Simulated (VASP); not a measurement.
# CoO (Fm-3m) in VASP: single point with PBEsol+U

Aim: the single point of CoO with PBEsol+U.

All numbers are computed with VASP 6.6.1; they aren't measurements. Logs are shortened: lines on timing, memory, paths and dates and some standing lists are left out, and cuts for length are marked.

## Step 1: The cell of the first run

Symmetry: Fm-3m, No. 225, cubic system. The conventional cell has a = 4.263 Å, b = 4.263 Å, c = 4.263 Å, α = 90.00°, β = 90.00°, γ = 90.00°. Within 2.8 Å of Co (site symmetry m-3m) lie 6 O at 2.13 Å. Within 2.8 Å of O (site symmetry m-3m) lie 6 Co at 2.13 Å.

## Step 2: Single point, PBEsol+U, collinear spin, ferromagnetic start

File INCAR:

```
SYSTEM = CoO
PREC = Accurate ; ENCUT = 1340
EDIFF = 1E-6 ; ISMEAR = 0
SIGMA = 0.05 ; LREAL = .FALSE.
LASPH = .TRUE. ; NELM = 200
ALGO = Normal ; ISIF = 2
LWAVE = .FALSE. ; LCHARG = .FALSE.
ISPIN = 2 ; MAGMOM = 3 0
LORBIT = 11 ; LMAXMIX = 4
LDAU = .TRUE. ; LDAUTYPE = 2
LDAUL = 2 -1 ; LDAUU = 1 0
LDAUJ = 0 0 ; LDAUPRINT = 1
GGA = PS ; NBANDS = 22
GGA_COMPAT = .FALSE.
```

File KPOINTS:

```
Automatic mesh
0
G
  8 8 8
  0 0 0
```

File POSCAR:

```
CoO
1.0
    0.0000000000      2.1315016600      2.1315016600
    2.1315016600      0.0000000000      2.1315016600
    2.1315016600      2.1315016600      0.0000000000
Co O
1 1
Direct
    0.0000000000      0.0000000000      0.0000000000
    0.5000000000      0.5000000000      0.5000000000
```

Potentials or basis: VASP PAW PBE potentials, release 64 (Co_sv, O_h).

Command:

```bash
$ cat potpaw_PBE.64/Co_sv/POTCAR potpaw_PBE.64/O_h/POTCAR > POTCAR
$ mpirun -np 1 vasp_std > vasp.out
```

OUTCAR:

```text
SYSTEM = CoO
   PREC = Accurate
   ENCUT = 1340
   EDIFF = 1E-6
   ISMEAR = 0
   LREAL = .FALSE.
   LASPH = .TRUE.
   NELM = 200
   ISIF = 2
   ISPIN = 2
   LORBIT = 11
   GGA = PS

 ion  position               nearest neighbor table
   1  0.000  0.000  0.000-
   2  0.500  0.500  0.500-

  LATTYP: Found a face centered cubic cell.
 ALAT       =     4.2630033200

  Lattice vectors:

 A1 = (   0.0000000000,   2.1315016600,   2.1315016600)
 A2 = (   2.1315016600,   0.0000000000,   2.1315016600)
 A3 = (   2.1315016600,   2.1315016600,   0.0000000000)

Analysis of symmetry for initial positions (statically):
=====================================================================
 Subroutine PRICEL returns:
 Original cell was already a primitive cell.

 Routine SETGRP: Setting up the symmetry group for a
 face centered cubic supercell.

 Subroutine GETGRP returns: Found 48 space group operations
 (whereof 48 operations were pure point group operations)
 out of a pool of 48 trial point group operations.

The static configuration has the point symmetry O_h .

Analysis of symmetry for dynamics (positions and initial velocities):
=====================================================================
 Subroutine PRICEL returns:
 Original cell was already a primitive cell.

 Routine SETGRP: Setting up the symmetry group for a
 face centered cubic supercell.

 Subroutine GETGRP returns: Found 48 space group operations
 (whereof 48 operations were pure point group operations)
 out of a pool of 48 trial point group operations.

The dynamic configuration has the point symmetry O_h .

Analysis of structural, dynamic, and magnetic symmetry:
=====================================================================
 Subroutine PRICEL returns:
 Original cell was already a primitive cell.

 Routine SETGRP: Setting up the symmetry group for a
 face centered cubic supercell.

 Subroutine GETGRP returns: Found 48 space group operations
[... 163 lines left out ...]
  0.0000  0.0000  0.0000  0.0000  0.1368

 occupancies and eigenvectors

  o =  0.1368  v =  0.0000  0.0000  0.0000  0.0000  0.0000  0.0000  0.0000  1.0000 -0.0000 -0.0030      0.0000  0.0000  0.0000  0.0000  0.0000  0.0000  0.0000  0.0000  0.0000  0.0000
  o =  0.1368  v =  0.0000  0.0000  0.0000  0.0000  0.0000  0.0000 -0.0000 -0.0030 -0.0000 -1.0000      0.0000  0.0000  0.0000  0.0000  0.0000  0.0000  0.0000  0.0000  0.0000  0.0000
  o =  0.5924  v =  0.0000  0.0000  0.0000  0.0000  0.0000  1.0000  0.0000  0.0000  0.0000  0.0000      0.0000  0.0000  0.0000  0.0000  0.0000  0.0000  0.0000  0.0000  0.0000  0.0000
  o =  0.5924  v =  0.0000  0.0000  0.0000  0.0000  0.0000  0.0000 -0.3503  0.0000  0.9366  0.0000      0.0000  0.0000  0.0000  0.0000  0.0000  0.0000  0.0000  0.0000  0.0000  0.0000
  o =  0.5924  v =  0.0000  0.0000  0.0000  0.0000  0.0000  0.0000 -0.9366  0.0000 -0.3503  0.0000      0.0000  0.0000  0.0000  0.0000  0.0000  0.0000  0.0000  0.0000  0.0000  0.0000
  o =  0.9133  v =  0.0000  0.9662 -0.0000  0.2579 -0.0000  0.0000  0.0000  0.0000  0.0000  0.0000      0.0000  0.0000  0.0000  0.0000  0.0000  0.0000  0.0000  0.0000  0.0000  0.0000
  o =  0.9133  v =  0.0000  0.2579 -0.0000 -0.9662 -0.0000  0.0000  0.0000  0.0000  0.0000  0.0000      0.0000  0.0000  0.0000  0.0000  0.0000  0.0000  0.0000  0.0000  0.0000  0.0000
  o =  0.9133  v =  1.0000  0.0000  0.0000  0.0000  0.0000  0.0000  0.0000  0.0000  0.0000  0.0000      0.0000  0.0000  0.0000  0.0000  0.0000  0.0000  0.0000  0.0000  0.0000  0.0000
  o =  0.9467  v =  0.0000  0.0000  0.0036 -0.0000  1.0000  0.0000  0.0000  0.0000  0.0000  0.0000      0.0000  0.0000  0.0000  0.0000  0.0000  0.0000  0.0000  0.0000  0.0000  0.0000
  o =  0.9467  v =  0.0000  0.0000  1.0000  0.0000 -0.0036  0.0000  0.0000  0.0000  0.0000  0.0000      0.0000  0.0000  0.0000  0.0000  0.0000  0.0000  0.0000  0.0000  0.0000  0.0000

 number of electron      22.9999997 magnetization       2.9998128

 Free energy of the ion-electron system (eV)
  ---------------------------------------------------
  ext. energy  EPLUGINS =         0.00000000
  ---------------------------------------------------
  free energy    TOTEN  =       -13.36407706 eV

  energy without entropy =      -13.35915848  energy(sigma->0) =      -13.36161777

 E-fermi :   9.1113     XC(G=0): -12.9432

 val. band max:        9.0957998085   @ k =  -0.2500   0.2500   0.0000
 cond. band min:       9.1134896052   @ k =   0.2500   0.2500   0.0000
 fundamental gap:      0.0176897966
 Fermi energy:         9.1112915103

 spin component 1

 k-point     1 :       0.0000    0.0000    0.0000
  band No.  band energies     occupation
      1     -87.5466      1.00000
      2     -50.9314      1.00000
      3     -50.9314      1.00000
      4     -50.9314      1.00000
      5     -10.9792      1.00000
      6       5.3749      1.00000
[... 1193 lines left out ...]
     21      37.1508      0.00000
     22      38.6366      0.00000

 [... further k-points ...]
[... 5 lines left out ...]
  --------------------------------------------------------------------------------------
  -------------------------------------------------------------------------------------
  Total       -1.2810189     -1.2810189     -1.2810189      0.0000000      0.0000000     -0.0000000
  in kB     -105.9690638   -105.9690638   -105.9690638      0.0000000      0.0000000     -0.0000000
  external PRESSURE =    -105.9690638 kB  Pullay stress =       0.0000000 kB

 VOLUME and BASIS-vectors are now :
 -----------------------------------------------------------------------------
  energy-cutoff  :     1340.00
  volume of cell :       19.37
      direct lattice vectors                 reciprocal lattice vectors
     0.000000000  2.131501660  2.131501660    -0.234576407  0.234576407  0.234576407
     2.131501660  0.000000000  2.131501660     0.234576407 -0.234576407  0.234576407
     2.131501660  2.131501660  0.000000000     0.234576407  0.234576407 -0.234576407

 POSITION                                       TOTAL-FORCE (eV/Angst)
 -----------------------------------------------------------------------------------
      0.00000      0.00000      0.00000        -0.000000      0.000000     -0.000000
      2.13150      2.13150      2.13150         0.000000      0.000000      0.000000
 -----------------------------------------------------------------------------------
    total drift:                                0.000000      0.000000      0.000000

  FREE ENERGIE OF THE ION-ELECTRON SYSTEM (eV)
  ---------------------------------------------------
  free  energy   TOTEN  =       -13.3640770600 eV

  energy  without entropy=      -13.3591584750  energy(sigma->0) =      -13.36161777

 total charge

# of ion       s       p       d       tot
------------------------------------------
    1        2.144   6.063   6.659  14.867
    2        1.032   2.289   0.000   3.321
--------------------------------------------------
tot          3.176   8.353   6.659  18.188

 magnetization (x)

# of ion       s       p       d       tot
------------------------------------------
    1        0.013   0.010   2.579   2.602
    2        0.027   0.210   0.000   0.237
--------------------------------------------------
tot          0.040   0.220   2.579   2.839
```

stdout:

```text
POSCAR found type information on POSCAR CoO
 POSCAR found :  2 types and       2 ions
 scaLAPACK will be used
 -----------------------------------------------------------------------------
|                                                                             |
|                                                                             |
|     You enforced a specific xc type in the INCAR file but a different       |
|     I HOPE YOU KNOW WHAT YOU ARE DOING!                                     |
|                                                                             |
 -----------------------------------------------------------------------------

 LDA part: xc-table for (Slater+PW92), standard interpolation
 POSCAR, INCAR and KPOINTS ok, starting setup
 FFT: planning ... GRIDC
 FFT: planning ... GRID_SOFT
 FFT: planning ... GRID
 WAVECAR not read
 entering main loop
```

It took 73 s on 1 thread of Intel Xeon Platinum 8488C (Sapphire Rapids), shared host; peak memory 0.28 GiB.

Results:

* Free energy: -13.3641 eV
* Pressure: -10.6 GPa
* Band gap on the k mesh: zero (filled and empty bands overlap)
* Net moment: 3.00 μB per cell
* Site moments: Co +2.60; O +0.24 μB
* Valence electrons inside the program's atomic spheres: Co 14.87; O 3.32

Levels at points of the mesh, in eV from the Fermi level:
Spin up:
```csv
k point,band 11,band 12,band 13,band 14,band 15,band 16
"(0.00, 0.00, 0.00)",-3.09,-3.09,-3.09,0.88,16.57,17.76
"(0.50, 0.00, 0.00)",-2.18,-0.11,-0.11,4.88,9.23,13.21
"(0.50, 0.50, 0.00)",-2.86,-2.52,-2.52,5.68,9.70,11.33
```
Spin down:
```csv
k point,band 8,band 9,band 10,band 11,band 12,band 13
"(0.00, 0.00, 0.00)",-2.50,-1.12,-1.12,-1.12,0.32,0.32
"(0.50, 0.00, 0.00)",-4.53,-0.11,-0.11,0.19,2.95,2.95
"(0.50, 0.50, 0.00)",-3.78,-2.28,0.13,0.13,0.81,1.27
```

Eigenvalues of the final occupation matrices:
```
    site  spin  trace               eigenvalues
site 1 d     1   4.63  0.91 0.91 0.91 0.95 0.95
site 1 d     2   2.05  0.14 0.14 0.59 0.59 0.59
```

Caveat: the cell stands under tension; the PAW data sets were made with another functional, which shifts forces and pressure a little; a cell with one magnetic atom can't hold antiferromagnetic order, which such compounds often take.
